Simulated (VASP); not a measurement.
Here is a VASP 6.6.1 calculation.

Contents of INCAR:

```
SYSTEM = Sn
ALGO     = Normal         ! electronic algorithm
EDIFF    = 1E-6           ! SCF threshold, eV
ENCUT    = 520            ! plane-wave cutoff, eV
GGA      = RE             ! functional
ISIF     = 2              ! what is computed and relaxed
ISMEAR   = -1             ! smearing method
LASPH    = .True.         ! aspherical terms in the spheres
LCHARG   = .False.        ! write CHGCAR
LREAL    = .False.        ! projectors in reciprocal space
LWAVE    = .False.        ! write WAVECAR
NBANDS   = 21             ! bands
NELM     = 80             ! most SCF steps
PREC     = Accurate       ! precision mode
SIGMA    = 0.1            ! smearing width, eV
```

KPOINTS

```
k-points
0
Gamma
  12 12 7
  0 0 0
```

The input POSCAR:

```
Sn
1.0
    3.2594765975      0.0000000000      0.0000000000
   -1.6297382988      2.8227895365      0.0000000000
    0.0000000000      0.0000000000      5.4171720222
Sn
2
Direct
    0.3333333333      0.6666666667      0.2500000000
    0.6666666667      0.3333333333      0.7500000000
```

Potentials or basis: VASP PAW PBE potentials, release 64 (Sn_d).

The run is started by

```bash
$ cat potpaw_PBE.64/Sn_d/POTCAR > POTCAR
$ mpirun -np 1 vasp_std > vasp.out
```

(1) Predict the band gap on the k mesh.

(2) What does it give for the pressure?

## Answers

(1) zero (bands 14 and 15 overlap by 9.14 eV).

(2) 7.6 GPa.

Caveat: the cell stands under pressure; the PAW data sets were made with another functional, which shifts forces and pressure a little; spin-orbit coupling is left out, which moves the levels of the heavy elements.
